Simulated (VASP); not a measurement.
A run of VASP 6.6.1:

Contents of INCAR:

```
PREC = Accurate
ENCUT = 520
EDIFF = 1E-6
ISMEAR = 0
SIGMA = 0.1
LREAL = F
LASPH = T
NELM = 80
ALGO = Fast
ISIF = 2
LWAVE = F
LCHARG = T
GGA = PE
LELF = T
LVHAR = T
NBANDS = 20
```

Contents of KPOINTS:

```
Automatic mesh
0
Gamma
  18 18 18
```

POSCAR

```
V
1.0
    2.9372316461      0.0000000000      0.0000000000
    0.0000000000      2.9372316461      0.0000000000
    0.0000000000      0.0000000000      3.0600911554
V
2
Direct
    0.0000000000      0.0000000000      0.0000000000
    0.5000000000      0.5000000000      0.5000000000
```

Potentials or basis: VASP PAW PBE potentials, release 64 (V_sv).

Run with:

```bash
$ cat potpaw_PBE.64/V_sv/POTCAR > POTCAR
$ mpirun -np 1 vasp_std > vasp.out
```

Hardware: 1 thread of Intel(R) Xeon(R) Platinum 8259CL CPU @ 2.50GHz (Skylake/Cascade Lake), on a shared host.

How long does it take, and how much memory?

It took 3.3 min on 1 thread of Intel(R) Xeon(R) Platinum 8259CL CPU @ 2.50GHz (Skylake/Cascade Lake), with other jobs on the host, peak memory 0.32 GiB. Counts: scf iterations 13, k points 550.
